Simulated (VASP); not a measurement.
A run of VASP 6.6.1 is set up as follows.

File INCAR:

```
PREC = Accurate
ENCUT = 520
EDIFF = 1E-7
ISMEAR = 0
SIGMA = 0.05
LREAL = F
LASPH = T
NELM = 60
ALGO = Normal
ISIF = 2
LWAVE = F
LCHARG = F
GGA = PE
NBANDS = 26
```

The input KPOINTS:

```
regular mesh
0
Gamma
  10 10 4
```

Contents of POSCAR:

```
Si
1.0
    0.0000000000      0.0000000000      3.8608359371
    3.3455832253     -3.3455832253     -1.9304179686
    6.6911664507      6.6911664507      0.0000000000
Si
8
Direct
   -0.0040206167      0.0000000000      0.1786105076
    0.5040206167      0.0000000000      0.6786105076
    0.5040206167      0.0000000000      0.3213894924
   -0.0040206167      0.0000000000      0.8213894924
    0.7772539728      0.6427789847      0.0000000000
    0.3655250119      0.6427789847      0.5000000000
    0.1344749881      0.3572210153      0.0000000000
    0.7227460272      0.3572210153      0.5000000000
```

Potentials or basis: VASP PAW PBE potentials, release 64 (Si).

The run is started by

```sh
$ cat potpaw_PBE.64/Si/POTCAR > POTCAR
$ mpirun -np 1 vasp_std > vasp.out
```

(1) What does it give for the band gap on the k mesh?

(2) Estimate the pressure.

(3) Predict the largest force.

Answers

(1) 0.22 eV (least direct gap 0.43 eV).

(2) -0.2 GPa.

(3) 0.288 eV/Å.

Caveat: the cell differs from its parent crystal (atoms displaced along a vibrational mode).
